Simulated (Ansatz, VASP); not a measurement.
## Two plane-wave programs on MnSi7C8

Contents of INCAR:

```
SYSTEM = MnSi7C8
  PREC = Accurate
  ENCUT = 520
  EDIFF = 1E-6
  ISMEAR = 0
  SIGMA = 0.05
  LREAL = Auto
  LASPH = .TRUE.
  NELM = 150
  ALGO = Normal
  ISIF = 2
  LWAVE = .FALSE.
  LCHARG = .FALSE.
  ISPIN = 2
  MAGMOM = 3.3 0.01 0.01 0.01 0.01 0.01 0.01 0 -0.18 -0.18 -0.18 0 -0.18 0 0 0
  LORBIT = 11
  LMAXMIX = 4
  LDAU = .TRUE.
  LDAUTYPE = 2
  LDAUL = 2 -1 -1
  LDAUU = 5.5 0 0
  LDAUJ = 0 0 0
  LDAUPRINT = 1
  GGA = PS
  NBANDS = 54
```

The input KPOINTS:

```
regular mesh
0
G
  3 3 3
  0 0 0
```

POSCAR

```
MnSi7C8
1.0
    0.0000000000      4.3580000000      4.3580000000
    4.3580000000      0.0000000000      4.3580000000
    4.3580000000      4.3580000000      0.0000000000
Mn Si C
1 7 8
Direct
    0.0000000000      0.0000000000      1.0000000000
    0.9988277849      0.9988277849      0.5011722151
    0.9988277849      0.5011722151      0.9988277849
    0.9988277849      0.5011722151      0.5011722151
    0.5011722151      0.9988277849      0.9988277849
    0.5011722151      0.9988277849      0.5011722151
    0.5011722151      0.5011722151      0.9988277849
    0.5000000000      0.5000000000      0.5000000000
    0.1304116123      0.1304116123      0.1304116123
    0.1304116123      0.1304116123      0.6087651631
    0.1304116123      0.6087651631      0.1304116123
    0.1252462076      0.6249179308      0.6249179308
    0.6087651631      0.1304116123      0.1304116123
    0.6249179308      0.1252462076      0.6249179308
    0.6249179308      0.6249179308      0.1252462076
    0.6249179308      0.6249179308      0.6249179308
```

Input for Ansatz:

```yaml
crystal:
  lattice:
    - [0.0, 4.358, 4.358]
    - [4.358, 0.0, 4.358]
    - [4.358, 4.358, 0.0]
  atoms:
    - { symbol: Mn, position: [0.0, 0.0, 1.0], spin: 1.5 }
    - { symbol: Si, position: [0.9988277849, 0.9988277849, 0.5011722151] }
    - { symbol: Si, position: [0.9988277849, 0.5011722151, 0.9988277849] }
    - { symbol: Si, position: [0.9988277849, 0.5011722151, 0.5011722151] }
    - { symbol: Si, position: [0.5011722151, 0.9988277849, 0.9988277849] }
    - { symbol: Si, position: [0.5011722151, 0.9988277849, 0.5011722151] }
    - { symbol: Si, position: [0.5011722151, 0.5011722151, 0.9988277849] }
    - { symbol: Si, position: [0.5, 0.5, 0.5] }
    - { symbol: C, position: [0.1304116123, 0.1304116123, 0.1304116123] }
    - { symbol: C, position: [0.1304116123, 0.1304116123, 0.6087651631] }
    - { symbol: C, position: [0.1304116123, 0.6087651631, 0.1304116123] }
    - { symbol: C, position: [0.1252462076, 0.6249179308, 0.6249179308] }
    - { symbol: C, position: [0.6087651631, 0.1304116123, 0.1304116123] }
    - { symbol: C, position: [0.6249179308, 0.1252462076, 0.6249179308] }
    - { symbol: C, position: [0.6249179308, 0.6249179308, 0.1252462076] }
    - { symbol: C, position: [0.6249179308, 0.6249179308, 0.6249179308] }
basis:
  ecutwfc: 420
  ecutrho_ratio: 4
kpoints:
  mp_grid: { grid: [3, 3, 3] }
hamiltonian:
  xc: pbesol
  hubbard: { sites: [{ site: 0, l: d, u_eff: 5.5 }] }
scf:
  occupations: { method: gaussian, width: 0.05 }
  lower_state_search: "off"
  max_iter: 150
output:
  forces: true
  stress: true
  eigenvalues: true
  populations: true
  hubbard: { sites: [{ site: 0, l: d }] }
magnetization:
  spin_polarized: true
  initial_magnetization: 1.5
  spin_locking: { lock_magnetization: soft, n_iters: 6 }
```

Alike in both runs: task single point; functional PBEsol; k mesh 3 × 3 × 3; occupations gaussian, width 0.05 eV; collinear spin; Hubbard terms Mn d U = 5.5 eV.

|  | VASP | Ansatz |
| --- | --- | --- |
| version | VASP 6.6.1 | Ansatz 0.2.0 |
| potentials or method | VASP PAW PBE potentials, release 64 (Mn_pv, Si, C), cutoff 520 eV | scalar-relativistic, plane waves, PAW |
| valence electrons in the cell | 73 | 75 |

Ansatz gave:

```
gap on the k mesh at the Fermi level (eV)                     : none
pressure (GPa)                                                : 5.9
rms of the force components (eV/Å)                            : 0.165
net moment per atom (μB)                                      : 0.19
size of the moment on the site where the two differ most (μB) : 3.30
```

Q: Estimate VASP's values.

A: gap on the k mesh at the Fermi level (eV): none; pressure (GPa): 5.8; rms of the force components (eV/Å): 0.117; net moment per atom (μB): 0.19; size of the moment on the site where the two differ most (μB): 3.71.

VASP's potentials were made for PBE, not for PBEsol. Site moments also hang on the region over which each program counts them. The programs project onto different local orbitals, so the same U acts differently, and such runs can settle in different states. Atom by atom the forces differ by 0.048 eV/Å (rms over components). A gap of «none» marks a metal or a gap that the smearing closes. VASP's potentials hold 73 valence electrons a cell and Ansatz's 75, so a difference there can come from the potentials and not from the codes. Ansatz's warnings: filled band counts differ across k points, stress scf threshold loose.

The k mesh is coarse, so the values compare programs but aren't converged.
